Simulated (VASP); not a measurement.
# Mg3CdS4 (I4/mmm) in VASP: relaxation of cell and atoms with PBE

Aim: the relaxation of cell and atoms of Mg3CdS4 with PBE.

Everything below comes from runs of VASP 6.6.1. Logs are shortened: lines on timing, memory, paths and dates and some standing lists are left out, and cuts for length are marked.

### 1 The cell of the first run

It takes space group I4/mmm (No. 139, tetragonal). The conventional cell has a = 5.306 Å, b = 5.306 Å, c = 10.632 Å, α = 90.00°, β = 90.00°, γ = 90.00°. Mg (site symmetry 4/mmm) has 6 S at 2.57 to 2.65 Å within 3.4 Å. Within 3.5 Å of Mg (site symmetry -4m2) lie 6 S at 2.65 to 2.66 Å. Cd (site symmetry 4/mmm) has 6 S at 2.65 to 2.74 Å within 3.5 Å. Within 3.4 Å of S (site symmetry 4mm) lie 5 Mg at 2.57 to 2.65 Å and 1 Cd at 2.74 Å. Within 3.5 Å of S (site symmetry mmm) lie 4 Mg at 2.65 to 2.66 Å and 2 Cd at 2.65 Å.

### 2 Relaxation of cell and atoms, PBE

The input, INCAR:

```
SYSTEM = Mg3CdS4
ALGO     = Normal         ! electronic algorithm
EDIFF    = 1E-7           ! SCF threshold, eV
EDIFFG   = -0.01          ! ionic threshold
ENCUT    = 600            ! plane-wave cutoff, eV
GGA      = PE             ! functional
IBRION   = 2              ! ionic algorithm
ISIF     = 3              ! what is computed and relaxed
ISMEAR   = 0              ! smearing method
LASPH    = .TRUE.         ! aspherical terms in the spheres
LCHARG   = .FALSE.        ! write CHGCAR
LREAL    = .FALSE.        ! projectors in reciprocal space
LWAVE    = .FALSE.        ! write WAVECAR
NELM     = 80             ! most SCF steps
NSW      = 100            ! ionic steps
PREC     = Accurate       ! precision mode
SIGMA    = 0.02           ! smearing width, eV
```

The input, KPOINTS:

```
k-points
0
G
  8 8 8
  0 0 0
```

The input, POSCAR:

```
Mg3CdS4
1.0
   -2.6530940000      2.6530940000      5.3162269000
    2.6530940000     -2.6530940000      5.3162269000
    2.6530940000      2.6530940000     -5.3162269000
Mg Cd S
3 1 4
Direct
    0.0000000000      0.0000000000      0.0000000000
    0.7500000000      0.2500000000      0.5000000000
    0.2500000000      0.7500000000      0.5000000000
    0.5000000000      0.5000000000      0.0000000000
    0.7578280000      0.7578280000      0.0000000000
    0.2421720000      0.2421720000      0.0000000000
    0.5000000000      0.0000000000      0.5000000000
    0.0000000000      0.5000000000      0.5000000000
```

Potentials or basis: VASP PAW PBE potentials, release 64 (Mg, Cd, S).

The run is started by

```console
$ cat potpaw_PBE.64/Mg/POTCAR potpaw_PBE.64/Cd/POTCAR potpaw_PBE.64/S/POTCAR > POTCAR
$ mpirun -np 1 vasp_std > vasp.out
```

OUTCAR:

```text
SYSTEM = Mg3CdS4
   EDIFF = 1E-7
   EDIFFG = -0.01
   ENCUT = 600
   GGA = PE
   IBRION = 2
   ISIF = 3
   ISMEAR = 0
   LASPH = .TRUE.
   LREAL = .FALSE.
   NELM = 80
   NSW = 100
   PREC = Accurate

 ion  position               nearest neighbor table
   1  0.000  0.000  0.000-   5 2.57   6 2.57   7 2.65   8 2.65   8 2.65   7 2.65
   2  0.750  0.250  0.500-   5 2.65   6 2.65   5 2.65   6 2.65   7 2.66   8 2.66
   3  0.250  0.750  0.500-   5 2.65   6 2.65   5 2.65   6 2.65   7 2.66   8 2.66
   4  0.500  0.500  0.000-   7 2.65   8 2.65   7 2.65   8 2.65   5 2.74   6 2.74
   5  0.758  0.758  0.000-   1 2.57   2 2.65   3 2.65   2 2.65   3 2.65   4 2.74
   6  0.242  0.242  0.000-   1 2.57   3 2.65   2 2.65   2 2.65   3 2.65   4 2.74
   7  0.500  0.000  0.500-   1 2.65   4 2.65   4 2.65   1 2.65   3 2.66   2 2.66
   8  0.000  0.500  0.500-   1 2.65   4 2.65   1 2.65   4 2.65   3 2.66   2 2.66

  LATTYP: Found a body centered tetragonal cell.
 ALAT       =     5.3061880000
 C/A-ratio  =     2.0037838463

  Lattice vectors:

 A1 = (  -2.6530940000,   2.6530940000,   5.3162269000)
 A2 = (   2.6530940000,  -2.6530940000,   5.3162269000)
 A3 = (   2.6530940000,   2.6530940000,  -5.3162269000)

Analysis of symmetry for initial positions (statically):
=====================================================================
 Subroutine PRICEL returns:
 Original cell was already a primitive cell.

 Routine SETGRP: Setting up the symmetry group for a
 body centered tetragonal supercell.

 Subroutine GETGRP returns: Found 16 space group operations
 (whereof 16 operations were pure point group operations)
 out of a pool of 16 trial point group operations.

The static configuration has the point symmetry D_4h.

Analysis of symmetry for dynamics (positions and initial velocities):
=====================================================================
 Subroutine PRICEL returns:
 Original cell was already a primitive cell.

 Routine SETGRP: Setting up the symmetry group for a
 body centered tetragonal supercell.

 Subroutine GETGRP returns: Found 16 space group operations
 (whereof 16 operations were pure point group operations)
 out of a pool of 16 trial point group operations.

The dynamic configuration has the point symmetry D_4h.

 Subroutine INISYM returns: Found 16 space group operations
 (whereof 16 operations are pure point group operations),
 and found     1 'primitive' translations

----------------------------------------------------------------------------------------

                                     Primitive cell

  volume of cell :     149.6817

[... 106 lines left out ...]
   ISIF   =      3    stress and relaxation
   ISYM   =      2    0-nonsym 1-usesym 2-fastsym
   POTIM  = 0.5000    time-step for ionic-motion
   TEBEG  =    0.0;   TEEND  =   0.0 temperature during run
   PSTRESS=    0.0 pullay stress
   NELECT =      42.0000    total number of electrons
   NUPDOWN=      -1.0000    fix difference up-down
   EMIN   =  10.00;   EMAX   =-10.00  energy-range for DOS
   EFERMI =   0.00;   METHOD = LEGACY
   ISMEAR =     0;   SIGMA  =   0.02  broadening in eV -4-tet -1-fermi 0-gaus
   EFERMI_NEDOS =   21; number of points for ismear=-14 and -15
   IALGO  =     38    algorithm
   IMIX   =      4    mixing-type and parameters
     AMIX     =   0.40;   BMIX     =  1.00
     AMIX_MAG =   1.60;   BMIX_MAG =  1.00
  volume/ion in A,a.u.               =      18.71       126.26
  Fermi-wavevector in a.u.,A,eV,Ry     =   1.071770  2.025352 15.628894  1.148691
  Thomas-Fermi vector in A             =   2.207520
   LORBIT       =      0    0 simple, 1 ext, 2 COOP (PROOUT), +10 PAW based schemes
   GGA     = PE    functional components
   LHFCALC =     F    Hartree Fock is set to
   AEXX    =    0.0000 exact exchange contribution
   IVDW    =     0    specifies the selected vdW correction
   LEPSILON=     F    determine dielectric tensor
   LRPA    =     F    only Hartree local field effects (RPA)
 conjugate gradient relaxation of ions
 non-spin polarized calculation
 Gauss-broadening in eV      SIGMA  =   0.02
  energy-cutoff  :      600.00
  volume of cell :      149.68
 maximum number of plane-waves:      5041
 NGX is ok and might be reduce to    54
   NGX = 25   NGY = 25   NGZ = 25

--------------------------------------- Ionic step        1  -------------------------------------------

 number of electron      42.0000000 magnetization

 Free energy of the ion-electron system (eV)
  ---------------------------------------------------
  ext. energy  EPLUGINS =         0.00000000
  ---------------------------------------------------
  free energy    TOTEN  =       -31.22632158 eV

  energy without entropy =      -31.22632158  energy(sigma->0) =      -31.22632158

------------------------ aborting loop because EDIFF is reached ----------------------------------------

  FORCE on cell =-STRESS in cart. coord.  units (eV):
  Direction    XX          YY          ZZ          XY          YZ          ZX
  --------------------------------------------------------------------------------------
  -------------------------------------------------------------------------------------
  Total       -0.0548371     -0.0548371     -0.0830732      0.0000000      0.0000000     -0.0000000
  in kB       -0.5869702     -0.5869702     -0.8892065      0.0000000      0.0000000     -0.0000000
  external PRESSURE =      -0.6877156 kB  Pullay stress =       0.0000000 kB
[... 113 lines left out ...]
--------------------------------------- Ionic step        4  -------------------------------------------

 number of electron      42.0000000 magnetization

 Free energy of the ion-electron system (eV)
  ---------------------------------------------------
  ext. energy  EPLUGINS =         0.00000000
  ---------------------------------------------------
  free energy    TOTEN  =       -31.22646479 eV

  energy without entropy =      -31.22646479  energy(sigma->0) =      -31.22646479

 E-fermi :   3.8810     XC(G=0):  -9.7994

 val. band max:        3.7895414561   @ k =   0.5000   0.5000   0.0000
 cond. band min:       4.7280691404   @ k =   0.5000   0.5000   0.5000
 fundamental gap:      0.9385276843
 Fermi energy:         3.8809673669

 k-point     1 :       0.0000    0.0000    0.0000
  band No.  band energies     occupation
      1      -9.2606      2.00000
      2      -7.9952      2.00000
      3      -7.8904      2.00000
      4      -7.6449      2.00000
      5      -3.9682      2.00000
      6      -3.9682      2.00000
[... 685 lines left out ...]
     25       8.5749      0.00000
     26       9.1314      0.00000

 [... further k-points ...]
[... 5 lines left out ...]
  --------------------------------------------------------------------------------------
  -------------------------------------------------------------------------------------
  Total        0.0125861      0.0125861      0.0210779      0.0000000      0.0000000      0.0000000
  in kB        0.1348765      0.1348765      0.2258772      0.0000000      0.0000000      0.0000000
  external PRESSURE =       0.1652101 kB  Pullay stress =       0.0000000 kB
[... 23 lines left out ...]
  FREE ENERGIE OF THE ION-ELECTRON SYSTEM (eV)
  ---------------------------------------------------
  free  energy   TOTEN  =       -31.2264647934 eV

  energy  without entropy=      -31.2264647934  energy(sigma->0) =      -31.22646479

 reached required accuracy - stopping structural energy minimisation
```

Run time: 8.5 min. Hardware: 1 thread of Intel Xeon 6975P-C (Granite Rapids), shared host; peak memory 0.61 GiB.

Results:

| Quantity | Value |
| --- | --- |
| Free energy | -31.2265 eV |
| Relaxed volume | 18.69 Å³/atom |
| Relaxed cell | a = 6.504 Å, b = 6.504 Å, c = 6.504 Å, α = 131.86°, β = 131.86°, γ = 70.44° |
| Space group after relaxing (to 0.1 Å) | I4/mmm (No. 139) |
| Energy gained by relaxing | 0.0 meV/atom |
| Ionic steps | 4 |
| Pressure after relaxing | 0.0 GPa |
| Largest force after relaxing | 0.008 eV/Å |
| Band gap on the k mesh | 0.94 eV (least direct gap 1.87 eV) |

Forces in eV/Å, atoms in the order of the input:
```
Mg   0.000  0.000  0.000
Mg   0.000  0.000  0.000
Mg   0.000  0.000  0.000
Cd   0.000  0.000  0.000
S    0.000  0.000  0.008
S    0.000  0.000 -0.008
S    0.000  0.000  0.000
S    0.000  0.000  0.000
```

Step by step:
```
step  energy change (eV)  largest force (eV/Å)  pressure (GPa)  volume (Å³)
   1              0.0000                0.0280           -0.07       149.68
   2             -0.0001                0.0194            0.02       149.51
   3             -0.0001                0.0171            0.04       149.46
   4             -0.0001                0.0083            0.02       149.51
```

Final structure:
```
Mg Cd S
1.0
    -2.65234    2.65234    5.31309
     2.65234   -2.65234    5.31309
     2.65234    2.65234   -5.31309
Mg Cd S
3 1 4
Cartesian
  0.0000 0.0000 0.0000
  0.0000 2.6523 2.6565
  2.6523 0.0000 2.6565
  0.0000 0.0000 5.3131
  0.0000 0.0000 8.0559
  2.6523 2.6523 -2.7428
  0.0000 2.6523 0.0000
  2.6523 0.0000 0.0000
```

A k mesh can miss the band edges.
